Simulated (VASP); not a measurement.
# SiO2 (P4_2/mnm) in VASP: a series of runs, part 2 of 2

VASP 6.6.1. Earlier steps stand in the parts before.

### Step 4. Single point, PBEsol

This run uses another cell than the first one, of 7.85 Å³/atom, 0.976 times its volume.

Contents of INCAR:

```
PREC = Accurate ; ENCUT = 600
EDIFF = 1E-6 ; ISMEAR = 0
SIGMA = 0.05 ; LREAL = F
LASPH = T ; NELM = 120
ALGO = Normal ; ISIF = 2
LWAVE = F ; LCHARG = T
GGA = PS ; LELF = T
LVHAR = T ; NBANDS = 25
GGA_COMPAT = F
```

Contents of KPOINTS:

```
regular mesh
0
Gamma
  6 6 8
```

Contents of POSCAR:

```
SiO2
1.0
    4.1945023701      0.0000000000      0.0000000000
    0.0000000000      4.1945023701      0.0000000000
    0.0000000000      0.0000000000      2.6782433353
Si O
2 4
Direct
    0.5000000000      0.5000000000      0.5000000000
    0.0000000000      0.0000000000      0.0000000000
    0.6939453723      0.6939453723      0.0000000000
    0.1939453723      0.8060546277      0.5000000000
    0.3060546277      0.3060546277      0.0000000000
    0.8060546277      0.1939453723      0.5000000000
```

Potentials or basis: VASP PAW PBE potentials, release 64 (Si, O).

The run is started by

```bash
> cat potpaw_PBE.64/Si/POTCAR potpaw_PBE.64/O/POTCAR > POTCAR
> mpirun -np 1 vasp_std > vasp.out
```

OUTCAR:

```text
PREC = Accurate
   ENCUT = 600
   EDIFF = 1E-6
   ISMEAR = 0
   LREAL = F
   LASPH = T
   NELM = 120
   ISIF = 2
   GGA = PS

 ion  position               nearest neighbor table
   1  0.500  0.500  0.500-   3 1.77   5 1.77   3 1.77   5 1.77   4 1.82   6 1.82
   2  0.000  0.000  0.000-   4 1.77   6 1.77   4 1.77   6 1.77   5 1.82   3 1.82
   3  0.694  0.694  0.000-   1 1.77   1 1.77   2 1.82
   4  0.194  0.806  0.500-   2 1.77   2 1.77   1 1.82
   5  0.306  0.306  0.000-   1 1.77   1 1.77   2 1.82
   6  0.806  0.194  0.500-   2 1.77   2 1.77   1 1.82

  LATTYP: Found a simple tetragonal cell.
 ALAT       =     4.1945023701
 C/A-ratio  =     0.6385127720

  Lattice vectors:

 A1 = (   4.1945023701,   0.0000000000,   0.0000000000)
 A2 = (   0.0000000000,   4.1945023701,   0.0000000000)
 A3 = (   0.0000000000,   0.0000000000,   2.6782433353)

Analysis of symmetry for initial positions (statically):
=====================================================================
 Subroutine PRICEL returns:
 Original cell was already a primitive cell.

 Routine SETGRP: Setting up the symmetry group for a
[... 183 lines left out ...]
 fundamental gap:      5.3632590105
 Fermi energy:         8.2959786266

 k-point     1 :       0.0000    0.0000    0.0000
  band No.  band energies     occupation
      1     -14.4455      2.00000
      2     -10.8151      2.00000
      3     -10.8151      2.00000
      4     -10.5860      2.00000
      5      -2.8610      2.00000
      6       1.5691      2.00000
[... 661 lines left out ...]
     24      20.6756      0.00000
     25      21.4763      0.00000

 [... further k-points ...]

------------------------ aborting loop because EDIFF is reached ----------------------------------------

  FORCE on cell =-STRESS in cart. coord.  units (eV):
  Direction    XX          YY          ZZ          XY          YZ          ZX
  --------------------------------------------------------------------------------------
  -------------------------------------------------------------------------------------
  Total        0.0187092      0.0187092      0.2845989      0.0000000      0.0000000      0.0000000
  in kB        0.6361433      0.6361433      9.6768237      0.0000000      0.0000000      0.0000000
  external PRESSURE =       3.6497035 kB  Pullay stress =       0.0000000 kB

 VOLUME and BASIS-vectors are now :
 -----------------------------------------------------------------------------
  energy-cutoff  :      600.00
  volume of cell :       47.12
      direct lattice vectors                 reciprocal lattice vectors
     4.194502370  0.000000000  0.000000000     0.238407304  0.000000000  0.000000000
     0.000000000  4.194502370  0.000000000     0.000000000  0.238407304  0.000000000
     0.000000000  0.000000000  2.678243335     0.000000000  0.000000000  0.373379068

 POSITION                                       TOTAL-FORCE (eV/Angst)
 -----------------------------------------------------------------------------------
      2.09725      2.09725      1.33912        -0.000000      0.000000     -0.000000
      0.00000      0.00000      0.00000        -0.000000      0.000000     -0.000000
      2.91076      2.91076      0.00000         0.024360      0.024360      0.000000
      0.81350      3.38100      1.33912         0.024360     -0.024360     -0.000000
      1.28375      1.28375      0.00000        -0.024360     -0.024360     -0.000000
      3.38100      0.81350      1.33912        -0.024360      0.024360      0.000000
 -----------------------------------------------------------------------------------
    total drift:                                0.000000     -0.000000     -0.000000

  FREE ENERGIE OF THE ION-ELECTRON SYSTEM (eV)
  ---------------------------------------------------
  free  energy   TOTEN  =       -48.9981684666 eV

  energy  without entropy=      -48.9981684666  energy(sigma->0) =      -48.99816847
```

OSZICAR:

```text
N       E                     dE             d eps       ncg     rms          rms(c)
DAV:   1     0.143155604502E+03    0.14316E+03   -0.19150E+04  2508   0.138E+03
DAV:   2    -0.459694870158E+02   -0.18913E+03   -0.18120E+03  3191   0.294E+02
DAV:   3    -0.531393350161E+02   -0.71698E+01   -0.71406E+01  3358   0.537E+01
DAV:   4    -0.531851063284E+02   -0.45771E-01   -0.45761E-01  2879   0.497E+00
DAV:   5    -0.531854603523E+02   -0.35402E-03   -0.35395E-03  3396   0.419E-01    0.169E+01
DAV:   6    -0.490192213322E+02    0.41662E+01   -0.11508E+01  3148   0.227E+01    0.806E+00
DAV:   7    -0.490082432256E+02    0.10978E-01   -0.66934E-01  3161   0.467E+00    0.296E+00
DAV:   8    -0.489982555051E+02    0.99877E-02   -0.25754E-02  3098   0.138E+00    0.989E-01
DAV:   9    -0.489980891192E+02    0.16639E-03   -0.57266E-03  3260   0.624E-01    0.251E-01
DAV:  10    -0.489981753050E+02   -0.86186E-04   -0.27042E-04  3136   0.122E-01    0.425E-02
DAV:  11    -0.489981685542E+02    0.67509E-05   -0.38913E-05  3275   0.447E-02    0.984E-03
DAV:  12    -0.489981684666E+02    0.87539E-07   -0.26191E-06  2702   0.122E-02
   1 F= -.48998168E+02 E0= -.48998168E+02  d E =-.199955E-18
```

stdout:

```text
POSCAR found type information on POSCAR SiO
 POSCAR found :  2 types and       6 ions
 scaLAPACK will be used
 -----------------------------------------------------------------------------
|                                                                             |
|                                                                             |
|     You enforced a specific xc type in the INCAR file but a different       |
|     I HOPE YOU KNOW WHAT YOU ARE DOING!                                     |
|                                                                             |
 -----------------------------------------------------------------------------

 LDA part: xc-table for (Slater+PW92), standard interpolation
 POSCAR, INCAR and KPOINTS ok, starting setup
 FFT: planning ... GRIDC
 FFT: planning ... GRID_SOFT
 FFT: planning ... GRID
 WAVECAR not read
 entering main loop
```

It took 21 s on 1 thread of Intel Xeon Platinum 8481C at 2.70GHz (Sapphire Rapids), shared host; peak memory 0.2 GiB.

Results:

| Property | Result |
| --- | --- |
| Free energy | -48.9982 eV |
| Pressure | 0.4 GPa |
| Largest force | 0.034 eV/Å |
| Band gap on the k mesh | 5.36 eV, direct |

Forces in eV/Å, atoms in the order of the input:
```
Si   0.000  0.000  0.000
Si   0.000  0.000  0.000
O    0.024  0.024  0.000
O    0.024 -0.024  0.000
O   -0.024 -0.024  0.000
O   -0.024  0.024  0.000
```

Caveat: the PAW data sets were made with another functional, which shifts forces and pressure a little. A hybrid or GW would open this gap; PBEsol tends to underestimate it.

### Step 5. Relaxation of cell and atoms, PBEsol

Contents of INCAR:

```
SYSTEM = SiO2
ALGO = Normal
EDIFF = 1E-7
EDIFFG = -0.005
ENCUT = 600
GGA = PS
GGA_COMPAT = .FALSE.
IBRION = 2
ISIF = 3
ISMEAR = 0
LASPH = .TRUE.
LCHARG = .FALSE.
LREAL = .FALSE.
LWAVE = .FALSE.
NELM = 120
NELMIN = 4
NSW = 100
PREC = Accurate
SIGMA = 0.02
```

Contents of KPOINTS:

```
k-points
0
G
  6 6 8
  0 0 0
```

Contents of POSCAR:

```
SiO2
1.0
    4.2331690000      0.0000000000      0.0000000000
    0.0000000000      4.2331690000      0.0000000000
    0.0000000000      0.0000000000      2.6934950000
Si O
2 4
Direct
    0.5000000000      0.5000000000      0.5000000000
    0.0000000000      0.0000000000      0.0000000000
    0.6931610000      0.6931610000      0.0000000000
    0.1931610000      0.8068390000      0.5000000000
    0.3068390000      0.3068390000      0.0000000000
    0.8068390000      0.1931610000      0.5000000000
```

The run is started by

```bash
> cat potpaw_PBE.64/Si/POTCAR potpaw_PBE.64/O/POTCAR > POTCAR
> mpirun -np 1 vasp_std > vasp.out
```

Run time: 73 s. Hardware: 1 thread of Intel Xeon Platinum 8481C at 2.70GHz (Sapphire Rapids), shared host; peak memory 0.2 GiB.

It converged, with:

```
Free energy                            : -49.0031 eV
Relaxed volume                         : 7.86 Å³/atom
Relaxed cell                           : a = 4.192 Å, b = 4.192 Å, c = 2.683 Å, α = 90.00°, β = 90.00°, γ = 90.00°
Space group after relaxing (to 0.05 Å) : P4_2/mnm (No. 136)
Energy gained by relaxing              : 3.9 meV/atom
Ionic steps                            : 7
Pressure after relaxing                : 0.0 GPa
Band gap on the k mesh                 : 5.34 eV, direct
```

Step by step:
```
step  energy change (eV)  largest force (eV/Å)  pressure (GPa)  volume (Å³)
   1              0.0000                0.0045           -6.37        48.27
   2              0.0108                0.3451            8.56        46.07
   3             -0.0204                0.1476           -0.03        47.26
   4             -0.0230                0.0183            0.01        47.14
   5             -0.0230                0.0252            0.02        47.14
   6             -0.0232                0.0039            0.00        47.13
   7             -0.0232                0.0008            0.00        47.13
```

Final structure:
```cif
data_structure
_symmetry_space_group_name_H-M 'P 1'
_symmetry_Int_Tables_number 1
_cell_length_a 4.1917
_cell_length_b 4.1917
_cell_length_c 2.6825
_cell_angle_alpha 90.000
_cell_angle_beta 90.000
_cell_angle_gamma 90.000
_cell_volume 47.13
loop_
_atom_site_label
_atom_site_type_symbol
_atom_site_fract_x
_atom_site_fract_y
_atom_site_fract_z
_atom_site_occupancy
Si1 Si 0.50000 0.50000 0.50000 1
Si2 Si 0.00000 0.00000 0.00000 1
O1 O 0.69418 0.69418 0.00000 1
O2 O 0.19418 0.80582 0.50000 1
O3 O 0.30582 0.30582 0.00000 1
O4 O 0.80582 0.19418 0.50000 1
```

Levels at points of the mesh, in eV from the valence-band top:
```csv
k point,band 13,band 14,band 15,band 16,band 17,band 18,band 19,band 20
"(0.00, 0.00, 0.00)",-2.52,-0.88,-0.88,0.00,5.34,6.45,8.21,8.21
"(0.50, 0.00, 0.00)",-2.69,-2.69,-1.07,-1.07,7.48,7.48,8.79,8.79
"(0.50, 0.50, 0.00)",-2.70,-2.70,-2.27,-2.27,7.18,7.18,9.79,9.79
"(0.00, 0.00, 0.50)",-3.10,-3.10,-2.68,-2.68,8.86,8.86,12.33,12.33
"(0.50, 0.00, 0.50)",-2.28,-2.28,-1.76,-1.76,8.56,8.56,9.62,9.62
"(0.50, 0.50, 0.50)",-1.75,-1.75,-1.55,-1.55,6.94,6.94,10.76,10.76
```

Caveat: the PAW data sets were made with another functional, which shifts forces and pressure a little.

### Step 6. The runs side by side

| task | cell | k mesh | smearing | gap on the mesh (eV) | pressure (GPa) | largest force (eV/Å) |
| --- | --- | --- | --- | --- | --- | --- |
| single point | a = 4.233, b = 4.233, c = 2.693 Å, 6 atoms | 4 × 4 × 6 | gaussian 0.1 eV | 4.99 | -6.4 | - |
| single point | a = 4.195, b = 4.195, c = 2.678 Å, 6 atoms | 6 × 6 × 8 | gaussian 0.02 eV | 5.36 | 0.4 | 0.03 |
| single point | a = 4.195, b = 4.195, c = 2.678 Å, 6 atoms | 6 × 6 × 8 | gaussian 0.05 eV | 5.36 | 0.4 | 0.03 |
| relaxation of cell and atoms | relaxed from a = 4.233, b = 4.233, c = 2.693 Å, 6 atoms | 6 × 6 × 8 | gaussian 0.02 eV | 5.34 | 0.0 | - |

Alike in all rows: level PBEsol; potentials or basis VASP PAW PBE potentials, release 64 (Si, O); no spin polarisation; cutoff (eV) 600.

Caveats: the PAW data sets were made with another functional, which shifts forces and pressure a little.

Total energies depend on the potentials used, so only differences within one code and one set of settings carry meaning.
